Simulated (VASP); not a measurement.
# CdS (F-43m) in VASP: further runs, part 2 of 2

VASP 6.6.1. Earlier steps stand in the parts before.

## Step 4: Single point, PBE (volume scaled by 0.96)

The input, INCAR:

```
SYSTEM = CdS
  ALGO = Normal
  EDIFF = 1E-6
  ENCUT = 520
  GGA = PE
  ISIF = 2
  ISMEAR = -1
  LASPH = .TRUE.
  LCHARG = .TRUE.
  LELF = .TRUE.
  LREAL = .FALSE.
  LVHAR = .TRUE.
  LWAVE = .FALSE.
  NBANDS = 16
  NELM = 80
  PREC = Accurate
  SIGMA = 0.02
```

The input, KPOINTS:

```
k-points
0
G
  7 7 7
  0 0 0
```

The input, POSCAR:

```
CdS
1.0
    0.0000000000      2.9031789477      2.9031789477
    2.9031789477      0.0000000000      2.9031789477
    2.9031789477      2.9031789477      0.0000000000
Cd S
1 1
Direct
    0.0000000000      0.0000000000      0.0000000000
    0.7500000000      0.7500000000      0.7500000000
```

On the command line:

```sh
$ cat potpaw_PBE.64/Cd/POTCAR potpaw_PBE.64/S/POTCAR > POTCAR
$ mpirun -np 1 vasp_std > vasp.out
```

Run time: 31 s. Hardware: 1 thread of AMD EPYC 7R13, shared host; peak memory 0.15 GiB.

The run converged. Its results:

```yaml
Free_energy: -6.1051 eV
Pressure: 4.2 GPa
Band_gap_on_the_k_mesh: 1.18 eV, direct
```

Levels at points of the mesh, in eV from the valence-band top:
```csv
k point,band 5,band 6,band 7,band 8,band 9,band 10,band 11,band 12,band 13,band 14
"(0.00, 0.00, 0.00)",-7.28,-7.28,0.00,0.00,0.00,1.18,6.54,6.54,6.54,11.50
```

## Step 5: Single point, PBE (volume scaled by 0.99)

INCAR, as its differences from that of step 4:

```diff
@@ -2,3 +2,3 @@
   ALGO = Normal
-  EDIFF = 1E-6
+  EDIFF = 1E-7
   ENCUT = 520
```

KPOINTS is that of step 4.

The input, POSCAR:

```
CdS
1.0
    0.0000000000      2.9331107376      2.9331107376
    2.9331107376      0.0000000000      2.9331107376
    2.9331107376      2.9331107376      0.0000000000
Cd S
1 1
Direct
    0.0000000000      0.0000000000      0.0000000000
    0.7500000000      0.7500000000      0.7500000000
```

On the command line:

```sh
$ cat potpaw_PBE.64/Cd/POTCAR potpaw_PBE.64/S/POTCAR > POTCAR
$ mpirun -np 1 vasp_std > vasp.out
```

It took 25 s on 1 thread of AMD EPYC 7R13, shared host; peak memory 0.15 GiB.

Results (log left out):

```yaml
Free_energy: -6.1349 eV
Pressure: 2.1 GPa
Band_gap_on_the_k_mesh: 1.11 eV, direct
```

Levels at points of the mesh, in eV from the valence-band top:
```tsv
k point	band 5	band 6	band 7	band 8	band 9	band 10	band 11	band 12	band 13	band 14
(0.00, 0.00, 0.00)	-7.21	-7.21	0.00	0.00	0.00	1.11	6.55	6.55	6.55	11.35
```

## Step 6: Single point, PBE (volume scaled by 1.06)

The input, INCAR:

```
SYSTEM = CdS
  PREC = Accurate
  ENCUT = 520
  EDIFF = 1E-7
  ISMEAR = -1
  SIGMA = 0.02
  LREAL = .False.
  LASPH = .True.
  NELM = 60
  ALGO = Normal
  ISIF = 2
  LWAVE = .False.
  LCHARG = .True.
  GGA = PE
  LELF = .True.
  LVHAR = .True.
  NBANDS = 16
```

The input, KPOINTS:

```
Automatic mesh
0
Gamma
  7 7 7
  0 0 0
```

The input, POSCAR:

```
CdS
1.0
    0.0000000000      3.0006730886      3.0006730886
    3.0006730886      0.0000000000      3.0006730886
    3.0006730886      3.0006730886      0.0000000000
Cd S
1 1
Direct
    0.0000000000      0.0000000000      0.0000000000
    0.7500000000      0.7500000000      0.7500000000
```

Potentials or basis: VASP PAW PBE potentials, release 64 (Cd, S).

On the command line:

```sh
$ cat potpaw_PBE.64/Cd/POTCAR potpaw_PBE.64/S/POTCAR > POTCAR
$ mpirun -np 1 vasp_std > vasp.out
```

OUTCAR:

```text
SYSTEM = CdS
   PREC = Accurate
   ENCUT = 520
   EDIFF = 1E-7
   ISMEAR = -1
   LREAL = .False.
   LASPH = .True.
   NELM = 60
   ISIF = 2
   GGA = PE

 ion  position               nearest neighbor table
   1  0.000  0.000  0.000-   2 2.60   2 2.60   2 2.60   2 2.60
   2  0.750  0.750  0.750-   1 2.60   1 2.60   1 2.60   1 2.60

  LATTYP: Found a face centered cubic cell.
 ALAT       =     6.0013461772

  Lattice vectors:

 A1 = (   0.0000000000,   3.0006730886,   3.0006730886)
 A2 = (   3.0006730886,   0.0000000000,   3.0006730886)
 A3 = (   3.0006730886,   3.0006730886,   0.0000000000)

Analysis of symmetry for initial positions (statically):
=====================================================================
 Subroutine PRICEL returns:
 Original cell was already a primitive cell.

 Routine SETGRP: Setting up the symmetry group for a
 face centered cubic supercell.

 Subroutine GETGRP returns: Found 24 space group operations
 (whereof 24 operations were pure point group operations)
[... 154 lines left out ...]
  free energy    TOTEN  =        -6.13842252 eV

  energy without entropy =       -6.13842252  energy(sigma->0) =       -6.13842252

 E-fermi :   1.0817     XC(G=0):  -8.7560

 val. band max:        0.6243003590   @ k =   0.0000   0.0000   0.0000
 cond. band min:       1.5821184717   @ k =   0.0000   0.0000   0.0000
 fundamental gap:      0.9578181127
 Fermi energy:         1.0816548409

 k-point     1 :       0.0000    0.0000    0.0000
  band No.  band energies     occupation
      1     -11.2600      2.00000
      2      -6.8387      2.00000
      3      -6.8387      2.00000
      4      -6.8387      2.00000
      5      -6.4665      2.00000
      6      -6.4665      2.00000
[... 357 lines left out ...]
      3      -6.6341      2.00000
      4      -6.5038      2.00000
      5      -6.4502      2.00000
      6      -5.9827      2.00000
[... 8 lines left out ...]
     15      12.6966      0.00000
     16      14.2240      0.00000

------------------------ aborting loop because EDIFF is reached ----------------------------------------

  FORCE on cell =-STRESS in cart. coord.  units (eV):
  Direction    XX          YY          ZZ          XY          YZ          ZX
  --------------------------------------------------------------------------------------
  -------------------------------------------------------------------------------------
  Total       -0.5376692     -0.5376692     -0.5376692      0.0000000     -0.0000000      0.0000000
  in kB      -15.9418850    -15.9418850    -15.9418850      0.0000000     -0.0000000      0.0000000
  external PRESSURE =     -15.9418850 kB  Pullay stress =       0.0000000 kB

 VOLUME and BASIS-vectors are now :
 -----------------------------------------------------------------------------
  energy-cutoff  :      520.00
  volume of cell :       54.04
      direct lattice vectors                 reciprocal lattice vectors
     0.000000000  3.000673089  3.000673089    -0.166629281  0.166629281  0.166629281
     3.000673089  0.000000000  3.000673089     0.166629281 -0.166629281  0.166629281
     3.000673089  3.000673089  0.000000000     0.166629281  0.166629281 -0.166629281

 POSITION                                       TOTAL-FORCE (eV/Angst)
 -----------------------------------------------------------------------------------
      0.00000      0.00000      0.00000        -0.000000      0.000000      0.000000
      4.50101      4.50101      4.50101         0.000000     -0.000000     -0.000000
 -----------------------------------------------------------------------------------
    total drift:                                0.000000      0.000000      0.000000

  FREE ENERGIE OF THE ION-ELECTRON SYSTEM (eV)
  ---------------------------------------------------
  free  energy   TOTEN  =        -6.1384225234 eV

  energy  without entropy=       -6.1384225234  energy(sigma->0) =       -6.13842252
```

stdout:

```text
POSCAR found type information on POSCAR CdS
 POSCAR found :  2 types and       2 ions
 scaLAPACK will be used
 LDA part: xc-table for (Slater+PW92), standard interpolation
 POSCAR, INCAR and KPOINTS ok, starting setup
 FFT: planning ... GRIDC
 FFT: planning ... GRID_SOFT
 FFT: planning ... GRID
 WAVECAR not read
 entering main loop
```

Wall time 29 s (1 thread of AMD EPYC 7R13, shared host); peak memory 0.15 GiB.

What came out:

* Free energy: -6.1384 eV
* Pressure: -1.6 GPa
* Band gap on the k mesh: 0.96 eV, direct

Levels at points of the mesh, in eV from the valence-band top:
| k point | band 6 | band 7 | band 8 | band 9 | band 10 | band 11 | band 12 | band 13 |
| --- | --- | --- | --- | --- | --- | --- | --- | --- |
| (0.00, 0.00, 0.00) | -7.09 | 0.00 | 0.00 | 0.00 | 0.96 | 6.54 | 6.54 | 6.54 |

## Step 7: Overview

```tsv
cell	gap on the mesh (eV)	pressure (GPa)
a = 4.134 Å, angles 60.0°, 2 atoms	1.13	2.7
a = 4.176 Å, angles 60.0°, 2 atoms	1.07	0.9
a = 4.106 Å, angles 60.0°, 2 atoms	1.18	4.2
a = 4.148 Å, angles 60.0°, 2 atoms	1.11	2.1
a = 4.244 Å, angles 60.0°, 2 atoms	0.96	-1.6
```

Alike in all rows: task single point; level PBE; potentials or basis VASP PAW PBE potentials, release 64 (Cd, S); no spin polarisation; k mesh 7 × 7 × 7; cutoff (eV) 520; smearing fermi-dirac 0.02 eV.

Total energies depend on the potentials used, so only differences within one code and one set of settings carry meaning.
